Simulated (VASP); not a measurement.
# Si3N4 (P6_3/m) in VASP: a series of runs, part 2 of 2

VASP 6.6.1.

**3. Single point, PBE+D3(BJ)**

INCAR

```
SYSTEM = Si3N4
  PREC = Accurate
  ENCUT = 520
  EDIFF = 1E-7
  ISMEAR = 0
  SIGMA = 0.02
  LREAL = .FALSE.
  LASPH = .TRUE.
  NELM = 60
  ALGO = Normal
  ISIF = 2
  LWAVE = .FALSE.
  LCHARG = .FALSE.
  GGA = PE
  IVDW = 12
  NBANDS = 45
```

KPOINTS

```
regular mesh
0
G
  6 6 8
  0 0 0
```

POSCAR

```
Si3N4
1.0
    7.6192383052      0.0000000000      0.0000000000
   -3.8096191526      6.5984539298      0.0000000000
    0.0000000000      0.0000000000      2.9113089399
Si N
6 8
Direct
    0.1740815141      0.7678377802      0.2500000000
    0.4062437340      0.1740815141      0.7500000000
    0.2321622198      0.4062437340      0.2500000000
    0.8259184859      0.2321622198      0.7500000000
    0.5937562660      0.8259184859      0.2500000000
    0.7678377802      0.5937562660      0.7500000000
    0.3333333333      0.6666666667      0.2500000000
    0.6666666667      0.3333333333      0.7500000000
    0.3299441465      0.0298844501      0.2500000000
    0.3000596963      0.3299441465      0.7500000000
    0.9701155499      0.3000596963      0.2500000000
    0.6700558535      0.9701155499      0.7500000000
    0.6999403037      0.6700558535      0.2500000000
    0.0298844501      0.6999403037      0.7500000000
```

Potentials or basis: VASP PAW PBE potentials, release 64 (Si, N).

Launch:

```console
$ cat potpaw_PBE.64/Si/POTCAR potpaw_PBE.64/N/POTCAR > POTCAR
$ mpirun -np 1 vasp_std > vasp.out
```

OUTCAR:

```text
SYSTEM = Si3N4
   PREC = Accurate
   ENCUT = 520
   EDIFF = 1E-7
   ISMEAR = 0
   LREAL = .FALSE.
   LASPH = .TRUE.
   NELM = 60
   ISIF = 2
   GGA = PE
   IVDW = 12
 IVDW          = 12

 ion  position               nearest neighbor table
   1  0.174  0.768  0.250-   7 1.73  14 1.74  14 1.74   9 1.74   5 3.00   3 3.00   6 3.06   6 3.06
                             2 3.06   2 3.06
   2  0.406  0.174  0.750-   8 1.73   9 1.74   9 1.74  10 1.74   4 3.00   6 3.00   1 3.06   1 3.06
                             3 3.06   3 3.06
   3  0.232  0.406  0.250-   7 1.73  10 1.74  10 1.74  11 1.74   1 3.00   5 3.00   4 3.06   4 3.06
[... 1382 lines left out ...]
  energy-cutoff  :      520.00
  volume of cell :      146.37
      direct lattice vectors                 reciprocal lattice vectors
     7.619238305  0.000000000  0.000000000     0.131246715  0.075775326  0.000000000
    -3.809619153  6.598453930  0.000000000     0.000000000  0.151550653  0.000000000
     0.000000000  0.000000000  2.911308940     0.000000000  0.000000000  0.343488108

 POSITION                                       TOTAL-FORCE (eV/Angst)
 -----------------------------------------------------------------------------------
     -1.59880      5.06654      0.72783         0.000648      0.003025     -0.000000
      2.43208      1.14867      2.18348        -0.002296      0.002074      0.000000
      0.22127      2.68058      0.72783        -0.002944     -0.000952      0.000000
      5.40842      1.53191      2.18348        -0.000648     -0.003025      0.000000
      1.37754      5.44979      0.72783         0.002296     -0.002074      0.000000
      3.58835      3.91787      2.18348         0.002944      0.000952     -0.000000
     -0.00000      4.39897      0.72783        -0.000000     -0.000000      0.000000
      3.80962      2.19948      2.18348        -0.000000     -0.000000     -0.000000
      2.40007      0.19719      0.72783        -0.001905     -0.001366     -0.000000
      1.02926      2.17712      2.18348         0.000231     -0.002333      0.000000
      6.24843      1.97993      0.72783         0.002136     -0.000966      0.000000
      1.40954      6.40126      2.18348         0.001905      0.001366      0.000000
      2.78035      4.42133      0.72783        -0.000231      0.002333     -0.000000
     -2.43881      4.61852      2.18348        -0.002136      0.000966     -0.000000
 -----------------------------------------------------------------------------------
    total drift:                               -0.000000      0.000000      0.000000

  FREE ENERGIE OF THE ION-ELECTRON SYSTEM (eV)
  ---------------------------------------------------
  free  energy   TOTEN  =      -118.0963845378 eV

  energy  without entropy=     -118.0963845378  energy(sigma->0) =     -118.09638454
```

OSZICAR:

```text
N       E                     dE             d eps       ncg     rms          rms(c)
DAV:   1     0.283902646118E+03    0.28390E+03   -0.31643E+04  3600   0.131E+03
DAV:   2    -0.107819846031E+03   -0.39172E+03   -0.37047E+03  4607   0.280E+02
DAV:   3    -0.130833043760E+03   -0.23013E+02   -0.22855E+02  4576   0.710E+01
DAV:   4    -0.131194868319E+03   -0.36182E+00   -0.36067E+00  4528   0.954E+00
DAV:   5    -0.131204087268E+03   -0.92189E-02   -0.92063E-02  4420   0.145E+00    0.294E+01
DAV:   6    -0.114636587186E+03    0.16568E+02   -0.58627E+01  4345   0.308E+01    0.131E+01
DAV:   7    -0.114559192215E+03    0.77395E-01   -0.30855E+00  4544   0.723E+00    0.627E+00
DAV:   8    -0.114513785316E+03    0.45407E-01   -0.16793E-01  4369   0.199E+00    0.218E+00
DAV:   9    -0.114513108393E+03    0.67692E-03   -0.38367E-02  4544   0.102E+00    0.311E-01
DAV:  10    -0.114514997612E+03   -0.18892E-02   -0.38908E-03  4104   0.275E-01    0.178E-01
DAV:  11    -0.114515736157E+03   -0.73854E-03   -0.95263E-04  4134   0.159E-01    0.287E-02
DAV:  12    -0.114515776614E+03   -0.40457E-04   -0.56466E-05  4440   0.409E-02    0.113E-02
DAV:  13    -0.114515794289E+03   -0.17674E-04   -0.19066E-05  4012   0.211E-02    0.504E-03
DAV:  14    -0.114515798028E+03   -0.37392E-05   -0.33175E-06  4360   0.961E-03    0.321E-03
DAV:  15    -0.114515798819E+03   -0.79072E-06   -0.18144E-06  4002   0.550E-03    0.203E-03
DAV:  16    -0.114515798757E+03    0.61150E-07   -0.86743E-08  3312   0.164E-03
   1 F= -.11809638E+03 E0= -.11809638E+03  d E =-.285755E-31
```

stdout:

```text
POSCAR found type information on POSCAR SiN
 POSCAR found :  2 types and      14 ions
 scaLAPACK will be used
 LDA part: xc-table for (Slater+PW92), standard interpolation
 POSCAR, INCAR and KPOINTS ok, starting setup
 FFT: planning ... GRIDC
 FFT: planning ... GRID_SOFT
 FFT: planning ... GRID
 WAVECAR not read
 entering main loop
```

It took 3.8 min on 1 thread of Intel Xeon Platinum 8488C (Sapphire Rapids), shared host; peak memory 0.38 GiB.

Results:

- Free energy: -118.0964 eV
- Pressure: -0.3 GPa
- Largest force: 0.003 eV/Å
- Band gap on the k mesh: 4.32 eV, indirect (least direct gap 4.51 eV)
- Dispersion energy per atom: -0.256 eV

Forces on the atoms (eV/Å):
```
Si   0.001  0.003  0.000
Si  -0.002  0.002  0.000
Si  -0.003 -0.001  0.000
Si  -0.001 -0.003  0.000
Si   0.002 -0.002  0.000
Si   0.003  0.001  0.000
N    0.000  0.000  0.000
N    0.000  0.000  0.000
N   -0.002 -0.001  0.000
N    0.000 -0.002  0.000
N    0.002 -0.001  0.000
N    0.002  0.001  0.000
N    0.000  0.002  0.000
N   -0.002  0.001  0.000
```

A k mesh can miss the band edges.

**4. Single point, PBE+D3(BJ)**

INCAR

```
SYSTEM = Si3N4
PREC     = Accurate       ! precision mode
ENCUT    = 520            ! plane-wave cutoff, eV
EDIFF    = 1E-7           ! SCF threshold, eV
ISMEAR   = 0              ! smearing method
SIGMA    = 0.1            ! smearing width, eV
LREAL    = .FALSE.        ! projectors in reciprocal space
LASPH    = .TRUE.         ! aspherical terms in the spheres
NELM     = 60             ! most SCF steps
ALGO     = Normal         ! electronic algorithm
ISIF     = 2              ! what is computed and relaxed
LWAVE    = .FALSE.        ! write WAVECAR
LCHARG   = .FALSE.        ! write CHGCAR
GGA      = PE             ! functional
IVDW     = 12             ! dispersion correction
NBANDS   = 45             ! bands
```

KPOINTS

```
regular mesh
0
G
  3 3 8
  0 0 0
```

POSCAR

```
Si3N4
1.0
    7.6190526559      0.0000000000      0.0000000000
   -3.8095263279      6.5982931528      0.0000000000
    0.0000000000      0.0000000000      2.9113636778
Si N
6 8
Direct
    0.1741197448      0.7679185576      0.2500000000
    0.4062011872      0.1741197448      0.7500000000
    0.2320814424      0.4062011872      0.2500000000
    0.8258802552      0.2320814424      0.7500000000
    0.5937988128      0.8258802552      0.2500000000
    0.7679185576      0.5937988128      0.7500000000
    0.3333333333      0.6666666667      0.2500000000
    0.6666666667      0.3333333333      0.7500000000
    0.3299556009      0.0299427574      0.2500000000
    0.3000128435      0.3299556009      0.7500000000
    0.9700572426      0.3000128435      0.2500000000
    0.6700443991      0.9700572426      0.7500000000
    0.6999871565      0.6700443991      0.2500000000
    0.0299427574      0.6999871565      0.7500000000
```

Launch:

```console
$ cat potpaw_PBE.64/Si/POTCAR potpaw_PBE.64/N/POTCAR > POTCAR
$ mpirun -np 1 vasp_std > vasp.out
```

Wall time 4.2 min (1 thread of AMD EPYC 7R13, shared host); peak memory 0.27 GiB.

The run converged. Its results:

```
Free energy                : -118.0965 eV
Pressure                   : -0.3 GPa
Largest force              : 0.010 eV/Å
Band gap on the k mesh     : 4.32 eV, indirect (least direct gap 4.50 eV)
Dispersion energy per atom : -0.256 eV
```

Forces on the atoms (eV/Å):
```
Si   0.010 -0.003  0.000
Si   0.008  0.007  0.000
Si  -0.002  0.010  0.000
Si  -0.010  0.003  0.000
Si  -0.008 -0.007  0.000
Si   0.002 -0.010  0.000
N    0.000  0.000  0.000
N    0.000  0.000  0.000
N   -0.003 -0.003  0.000
N    0.001 -0.004  0.000
N    0.004 -0.002  0.000
N    0.003  0.003  0.000
N   -0.001  0.004  0.000
N   -0.004  0.002  0.000
```

Levels at points of the mesh, in eV from the valence-band top:
| k point | band 30 | band 31 | band 32 | band 33 | band 34 | band 35 |
| --- | --- | --- | --- | --- | --- | --- |
| (0.00, 0.00, 0.00) | -0.45 | -0.38 | -0.19 | 4.32 | 4.73 | 4.89 |
| (0.00, 0.00, 0.50) | -1.60 | -1.33 | -1.33 | 4.71 | 4.71 | 4.71 |

A k mesh can miss the band edges. As with any semilocal functional, this PBE gap is likely too small.

**5. Single point, PBE+D3(BJ)**

INCAR

```
SYSTEM = Si3N4
  PREC = Accurate
  ENCUT = 520
  EDIFF = 1E-7
  ISMEAR = 0
  SIGMA = 0.02
  LREAL = .FALSE.
  LASPH = .TRUE.
  NELM = 60
  ALGO = Normal
  ISIF = 2
  LWAVE = .FALSE.
  LCHARG = .FALSE.
  GGA = PE
  IVDW = 12
  NBANDS = 45
```

KPOINTS

```
regular mesh
0
G
  6 6 8
  0 0 0
```

POSCAR

```
Si3N4
1.0
    7.6192383080      0.0000000000      0.0000000000
   -3.8096191540      6.5984539322      0.0000000000
    0.0000000000      0.0000000000      2.9113089362
Si N
6 8
Direct
    0.1740815131      0.7678377798      0.2500000000
    0.4062437333      0.1740815131      0.7500000000
    0.2321622202      0.4062437333      0.2500000000
    0.8259184869      0.2321622202      0.7500000000
    0.5937562667      0.8259184869      0.2500000000
    0.7678377798      0.5937562667      0.7500000000
    0.3333333333      0.6666666667      0.2500000000
    0.6666666667      0.3333333333      0.7500000000
    0.3299441442      0.0298844489      0.2500000000
    0.3000596954      0.3299441442      0.7500000000
    0.9701155511      0.3000596954      0.2500000000
    0.6700558558      0.9701155511      0.7500000000
    0.6999403046      0.6700558558      0.2500000000
    0.0298844489      0.6999403046      0.7500000000
```

Launch:

```console
$ cat potpaw_PBE.64/Si/POTCAR potpaw_PBE.64/N/POTCAR > POTCAR
$ mpirun -np 1 vasp_std > vasp.out
```

It took 8.9 min on 1 thread of AMD EPYC 7R13, shared host; peak memory 0.35 GiB.

The run converged. Its results:

| Item | Value |
| --- | --- |
| Free energy | -118.0964 eV |
| Pressure | -0.3 GPa |
| Largest force | 0.003 eV/Å |
| Band gap on the k mesh | 4.32 eV, indirect (least direct gap 4.51 eV) |
| Dispersion energy per atom | -0.256 eV |

Forces on the atoms (eV/Å):
```
Si   0.001  0.003  0.000
Si  -0.002  0.002  0.000
Si  -0.003 -0.001  0.000
Si  -0.001 -0.003  0.000
Si   0.002 -0.002  0.000
Si   0.003  0.001  0.000
N    0.000  0.000  0.000
N    0.000  0.000  0.000
N   -0.002 -0.001  0.000
N    0.000 -0.002  0.000
N    0.002 -0.001  0.000
N    0.002  0.001  0.000
N    0.000  0.002  0.000
N   -0.002  0.001  0.000
```

Levels at points of the mesh, in eV from the valence-band top:
```tsv
k point	band 28	band 29	band 30	band 31	band 32	band 33	band 34	band 35	band 36	band 37
(0.00, 0.00, 0.00)	-1.27	-1.27	-0.45	-0.37	-0.19	4.32	4.73	4.89	4.89	5.21
(0.50, 0.00, 0.00)	-1.66	-1.34	-0.76	-0.32	-0.25	4.62	4.71	4.86	5.27	5.81
(0.00, 0.00, 0.50)	-1.60	-1.60	-1.60	-1.33	-1.33	4.71	4.71	4.71	4.71	7.30
(0.50, 0.00, 0.50)	-1.86	-1.48	-1.48	-1.04	-1.04	4.79	4.79	5.85	5.85	6.21
```

A k mesh can miss the band edges. PBE gaps usually lie below the measured ones, often by a third to a half.
